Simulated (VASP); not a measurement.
# SiO2 (Stishovite) (P4_2/mnm) in VASP: notebook

The runs below take SiO2 (Stishovite) through single point, with PBE.

Program: VASP 6.6.1. These are calculated values, not measurements. Logs are shortened: lines on timing, memory, paths and dates and some standing lists are left out, and cuts for length are marked.

## (1) The cell of the first run

Symmetry: P4_2/mnm, No. 136, tetragonal system. The conventional cell has a = 4.149 Å, b = 4.149 Å, c = 2.636 Å, α = 90.00°, β = 90.00°, γ = 90.00°. Si (site symmetry mmm) has 6 O at 1.74 to 1.80 Å within 2.3 Å. Within 2.3 Å of O (site symmetry m2m) lie 3 Si at 1.74 to 1.80 Å and 1 O at 2.27 Å.

## (2) Single point, PBE (volume changed by -6%)

Input file INCAR:

```
SYSTEM = SiO2
  ALGO = Normal
  EDIFF = 1E-6
  ENCUT = 520
  GGA = PE
  ISIF = 2
  ISMEAR = 0
  LASPH = .True.
  LCHARG = .True.
  LELF = .True.
  LREAL = .False.
  LVHAR = .True.
  LWAVE = .False.
  NBANDS = 25
  NELM = 80
  PREC = Accurate
  SIGMA = 0.01
```

Input file KPOINTS:

```
k-points
0
Gamma
  6 6 8
  0 0 0
```

Input file POSCAR:

```
SiO2
1.0
    4.1492943949      0.0000000000      0.0000000000
    0.0000000000      4.1492943949      0.0000000000
    0.0000000000      0.0000000000      2.6355745905
Si O
2 4
Direct
    0.0000000000      0.0000000000      0.0000000000
    0.5000000000      0.5000000000      0.5000000000
    0.3069760528      0.3069760528      0.0000000000
    0.1930239472      0.8069760528      0.5000000000
    0.6930239472      0.6930239472      0.0000000000
    0.8069760528      0.1930239472      0.5000000000
```

Potentials or basis: VASP PAW PBE potentials, release 64 (Si, O).

Launch:

```console
$ cat potpaw_PBE.64/Si/POTCAR potpaw_PBE.64/O/POTCAR > POTCAR
$ mpirun -np 1 vasp_std > vasp.out
```

OUTCAR:

```text
SYSTEM = SiO2
   EDIFF = 1E-6
   ENCUT = 520
   GGA = PE
   ISIF = 2
   ISMEAR = 0
   LASPH = .True.
   LREAL = .False.
   NELM = 80
   PREC = Accurate

 ion  position               nearest neighbor table
   1  0.000  0.000  0.000-   4 1.74   6 1.74   4 1.74   6 1.74   5 1.80   3 1.80
   2  0.500  0.500  0.500-   3 1.74   5 1.74   3 1.74   5 1.74   4 1.80   6 1.80
   3  0.307  0.307  0.000-   2 1.74   2 1.74   1 1.80
   4  0.193  0.807  0.500-   1 1.74   1 1.74   2 1.80
   5  0.693  0.693  0.000-   2 1.74   2 1.74   1 1.80
   6  0.807  0.193  0.500-   1 1.74   1 1.74   2 1.80

  LATTYP: Found a simple tetragonal cell.
 ALAT       =     4.1492943949
 C/A-ratio  =     0.6351862123

  Lattice vectors:

 A1 = (   4.1492943949,   0.0000000000,   0.0000000000)
 A2 = (   0.0000000000,   4.1492943949,   0.0000000000)
 A3 = (   0.0000000000,   0.0000000000,   2.6355745905)

Analysis of symmetry for initial positions (statically):
=====================================================================
 Subroutine PRICEL returns:
 Original cell was already a primitive cell.

 Routine SETGRP: Setting up the symmetry group for a
 simple tetragonal supercell.

 Subroutine GETGRP returns: Found 16 space group operations
 (whereof  8 operations were pure point group operations)
 out of a pool of 16 trial point group operations.

The static configuration has the point symmetry D_2h.
 The point group associated with its full space group is D_4h.

Analysis of symmetry for dynamics (positions and initial velocities):
=====================================================================
 Subroutine PRICEL returns:
 Original cell was already a primitive cell.

 Routine SETGRP: Setting up the symmetry group for a
 simple tetragonal supercell.

 Subroutine GETGRP returns: Found 16 space group operations
 (whereof  8 operations were pure point group operations)
 out of a pool of 16 trial point group operations.

The dynamic configuration has the point symmetry D_2h.
 The point group associated with its full space group is D_4h.

 Subroutine INISYM returns: Found 16 space group operations
 (whereof  8 operations are pure point group operations),
 and found     1 'primitive' translations

----------------------------------------------------------------------------------------

                                     Primitive cell

  volume of cell :      45.3757

  direct lattice vectors                    reciprocal lattice vectors
     4.149294395  0.000000000  0.000000000     0.241004832  0.000000000  0.000000000
     0.000000000  4.149294395  0.000000000     0.000000000  0.241004832  0.000000000
     0.000000000  0.000000000  2.635574591     0.000000000  0.000000000  0.379423904

  length of vectors
     4.149294395  4.149294395  2.635574591     0.241004832  0.241004832  0.379423904

  position of ions in fractional coordinates (direct lattice)
     0.000000000  0.000000000  0.000000000
     0.500000000  0.500000000  0.500000000
     0.306976053  0.306976053  0.000000000
     0.193023947  0.806976053  0.500000000
     0.693023947  0.693023947  0.000000000
     0.806976053  0.193023947  0.500000000

  ion indices of the primitive-cell ions
   primitive index   ion index
                 1           1
                 2           2
                 3           3
                 4           4
                 5           5
                 6           6

----------------------------------------------------------------------------------------

 KPOINTS: k-points

Automatic generation of k-mesh.
 Grid dimensions read from file:
 generate k-points for:    6    6    8

 Generating k-lattice:

  Cartesian coordinates                     Fractional coordinates (reciprocal lattice)
     0.040167472  0.000000000  0.000000000     0.166666667  0.000000000  0.000000000
     0.000000000  0.040167472  0.000000000     0.000000000  0.166666667  0.000000000
     0.000000000  0.000000000  0.047427988     0.000000000  0.000000000  0.125000000

  Length of vectors
     0.040167472  0.040167472  0.047427988

  Shift w.r.t. Gamma in fractional coordinates (k-lattice)
     0.000000000  0.000000000  0.000000000

 Subroutine IBZKPT returns following result:
 ===========================================

 Found     50 irreducible k-points:

 Following reciprocal coordinates:
            Coordinates               Weight
  0.000000  0.000000  0.000000      1.000000
  0.166667  0.000000  0.000000      4.000000
  0.333333  0.000000  0.000000      4.000000
  0.500000  0.000000  0.000000      2.000000
  0.166667  0.166667  0.000000      4.000000
  0.333333  0.166667  0.000000      8.000000
[... 16 lines left out ...]
  0.333333  0.000000  0.250000      8.000000
  0.500000  0.000000  0.250000      4.000000
 [... further k-points ...]
   k-points           NKPTS =     50   k-points in BZ     NKDIM =     50   number of bands    NBANDS=     25
   number of dos      NEDOS =    301   number of ions     NIONS =      6
   total plane-waves  NPLWV =  20480
   dimension x,y,z NGX =    32 NGY =   32 NGZ =   20
   dimension x,y,z NGXF=    64 NGYF=   64 NGZF=   40
   ions per type =               2   4
   NGX,Y,Z   is equivalent  to a cutoff of  12.82, 12.82, 12.62 a.u.
   NGXF,Y,Z  is equivalent  to a cutoff of  25.64, 25.64, 25.23 a.u.
 SYSTEM =  SiO2
   PREC   = accura    normal or accurate (medium, high low for compatibility)
   ISTART =      0    job   : 0-new  1-cont  2-samecut
   ICHARG =      2    charge: 1-file 2-atom 10-const
   ISPIN  =      1    spin polarized calculation?
   LNONCOLLINEAR =      F non collinear calculations
   LSORBIT =      F    spin-orbit coupling
   LASPH  =      T    aspherical Exc in radial PAW
   ENCUT  =  520.0 eV  38.22 Ry    6.18 a.u.   7.71  7.71  4.90*2*pi/ulx,y,z
   NELM   =     80;   NELMIN=  2; NELMDL= -5     # of ELM steps
   EDIFF  = 0.1E-05   stopping-criterion for ELM
   LREAL  =      F    real-space projection
   EDIFFG = 0.1E-04   stopping-criterion for IOM
   NSW    =      0    number of steps for IOM
   IBRION =     -1    ionic relax: 0-MD 1-quasi-New 2-CG
   NFREE  =      0    steps in history (QN), initial steepest desc. (CG)
   ISIF   =      2    stress and relaxation
   ISYM   =      2    0-nonsym 1-usesym 2-fastsym
   POTIM  = 0.5000    time-step for ionic-motion
   TEBEG  =    0.0;   TEEND  =   0.0 temperature during run
   PSTRESS=    0.0 pullay stress
   NELECT =      32.0000    total number of electrons
   NUPDOWN=      -1.0000    fix difference up-down
   EMIN   =  10.00;   EMAX   =-10.00  energy-range for DOS
   EFERMI =   0.00;   METHOD = LEGACY
   ISMEAR =     0;   SIGMA  =   0.01  broadening in eV -4-tet -1-fermi 0-gaus
   EFERMI_NEDOS =   21; number of points for ismear=-14 and -15
   IALGO  =     38    algorithm
   IMIX   =      4    mixing-type and parameters
     AMIX     =   0.40;   BMIX     =  1.00
     AMIX_MAG =   1.60;   BMIX_MAG =  1.00
  volume/ion in A,a.u.               =       7.56        51.04
  Fermi-wavevector in a.u.,A,eV,Ry     =   1.457192  2.753694 28.890741  2.123410
  Thomas-Fermi vector in A             =   2.574022
   LORBIT       =      0    0 simple, 1 ext, 2 COOP (PROOUT), +10 PAW based schemes
   GGA     = PE    functional components
   LHFCALC =     F    Hartree Fock is set to
   AEXX    =    0.0000 exact exchange contribution
   IVDW    =     0    specifies the selected vdW correction
   LEPSILON=     F    determine dielectric tensor
   LRPA    =     F    only Hartree local field effects (RPA)
 non-spin polarized calculation
 Gauss-broadening in eV      SIGMA  =   0.01
  energy-cutoff  :      520.00
  volume of cell :       45.38
 maximum number of plane-waves:      1250
 NGX is ok and might be reduce to    32
   NGX = 15   NGY = 15   NGZ =  9

 number of electron      31.9999987 magnetization

 Free energy of the ion-electron system (eV)
  ---------------------------------------------------
  ext. energy  EPLUGINS =         0.00000000
  ---------------------------------------------------
  free energy    TOTEN  =       -46.12644931 eV

  energy without entropy =      -46.12644931  energy(sigma->0) =      -46.12644931

 E-fermi :   8.6986     XC(G=0): -12.4016

 val. band max:        8.5818882648   @ k =   0.0000   0.0000   0.0000
 cond. band min:      14.7189001423   @ k =   0.0000   0.0000   0.0000
 fundamental gap:      6.1370118775
 Fermi energy:         8.6986387319

 k-point     1 :       0.0000    0.0000    0.0000
  band No.  band energies     occupation
      1     -14.2796      2.00000
      2     -10.5000      2.00000
      3     -10.5000      2.00000
      4     -10.3305      2.00000
      5      -2.3861      2.00000
      6       2.0047      2.00000
[... 17 lines left out ...]
     24      23.1390      0.00000
     25      24.6538      0.00000

 k-point     2 :       0.1667    0.0000    0.0000
  band No.  band energies     occupation
      1     -14.1308      2.00000
      2     -11.2221      2.00000
      3     -10.4246      2.00000
      4      -9.9204      2.00000
      5      -2.2059      2.00000
      6       1.2359      2.00000
[... 17 lines left out ...]
     24      22.5436      0.00000
     25      24.4781      0.00000

 k-point     3 :       0.3333    0.0000    0.0000
  band No.  band energies     occupation
      1     -13.6953      2.00000
      2     -12.1437      2.00000
      3     -10.2225      2.00000
      4      -9.8128      2.00000
      5      -1.6996      2.00000
      6       0.0979      2.00000
[... 17 lines left out ...]
     24      22.7981      0.00000
     25      23.9749      0.00000

 k-point     4 :       0.5000    0.0000    0.0000
  band No.  band energies     occupation
      1     -13.0092      2.00000
      2     -13.0092      2.00000
      3      -9.9719      2.00000
      4      -9.9719      2.00000
      5      -0.9165      2.00000
      6      -0.9165      2.00000
[... 17 lines left out ...]
     24      22.5570      0.00000
     25      23.8403      0.00000
[... 477 lines left out ...]
 k-point    22 :       0.1667    0.0000    0.2500
  band No.  band energies     occupation
      1     -13.3106      2.00000
      2     -10.8227      2.00000
      3     -10.0531      2.00000
      4      -9.8510      2.00000
      5      -1.8795      2.00000
      6       1.1389      2.00000
[... 17 lines left out ...]
     24      22.5776      0.00000
     25      22.8897      0.00000

 k-point    23 :       0.3333    0.0000    0.2500
  band No.  band energies     occupation
      1     -12.9164      2.00000
      2     -11.5649      2.00000
      3      -9.9356      2.00000
      4      -9.7491      2.00000
      5      -1.1713      2.00000
      6       0.5602      2.00000
[... 17 lines left out ...]
     24      21.7464      0.00000
     25      22.5732      0.00000

 k-point    24 :       0.5000    0.0000    0.2500
  band No.  band energies     occupation
      1     -12.3070      2.00000
      2     -12.3070      2.00000
      3      -9.8065      2.00000
      4      -9.8065      2.00000
      5      -0.2752      2.00000
      6      -0.2752      2.00000
[... 17 lines left out ...]
     24      21.7073      0.00000
     25      22.5534      0.00000

 [... further k-points ...]
[... 5 lines left out ...]
  --------------------------------------------------------------------------------------
  -------------------------------------------------------------------------------------
  Total        5.4853661      5.4853661      7.1261235      0.0000000      0.0000000      0.0000000
  in kB      193.6833969    193.6833969    251.6170804      0.0000000      0.0000000      0.0000000
  external PRESSURE =     212.9946248 kB  Pullay stress =       0.0000000 kB

 VOLUME and BASIS-vectors are now :
 -----------------------------------------------------------------------------
  energy-cutoff  :      520.00
  volume of cell :       45.38
      direct lattice vectors                 reciprocal lattice vectors
     4.149294395  0.000000000  0.000000000     0.241004832  0.000000000  0.000000000
     0.000000000  4.149294395  0.000000000     0.000000000  0.241004832  0.000000000
     0.000000000  0.000000000  2.635574591     0.000000000  0.000000000  0.379423904

 POSITION                                       TOTAL-FORCE (eV/Angst)
 -----------------------------------------------------------------------------------
      0.00000      0.00000      0.00000        -0.000000      0.000000      0.000000
      2.07465      2.07465      1.31779        -0.000000      0.000000      0.000000
      1.27373      1.27373      0.00000        -0.343870     -0.343870      0.000000
      0.80091      3.34838      1.31779         0.343870     -0.343870      0.000000
      2.87556      2.87556      0.00000         0.343870      0.343870     -0.000000
      3.34838      0.80091      1.31779        -0.343870      0.343870     -0.000000
 -----------------------------------------------------------------------------------
    total drift:                                0.000000     -0.000000      0.000000

  FREE ENERGIE OF THE ION-ELECTRON SYSTEM (eV)
  ---------------------------------------------------
  free  energy   TOTEN  =       -46.1264493111 eV

  energy  without entropy=      -46.1264493111  energy(sigma->0) =      -46.12644931
```

Wall time 15 s (1 thread of Intel Xeon 6975P-C (Granite Rapids), shared host); peak memory 0.17 GiB.

Results:

```
Free energy            : -46.1264 eV
Pressure               : 21.3 GPa
Largest force          : 0.486 eV/Å
Band gap on the k mesh : 6.14 eV, direct
```

Forces in eV/Å, atoms in the order of the input:
```
Si   0.000  0.000  0.000
Si   0.000  0.000  0.000
O   -0.344 -0.344  0.000
O    0.344 -0.344  0.000
O    0.344  0.344  0.000
O   -0.344  0.344  0.000
```

 A k mesh can miss the band edges.

[end of part 1 of 2]
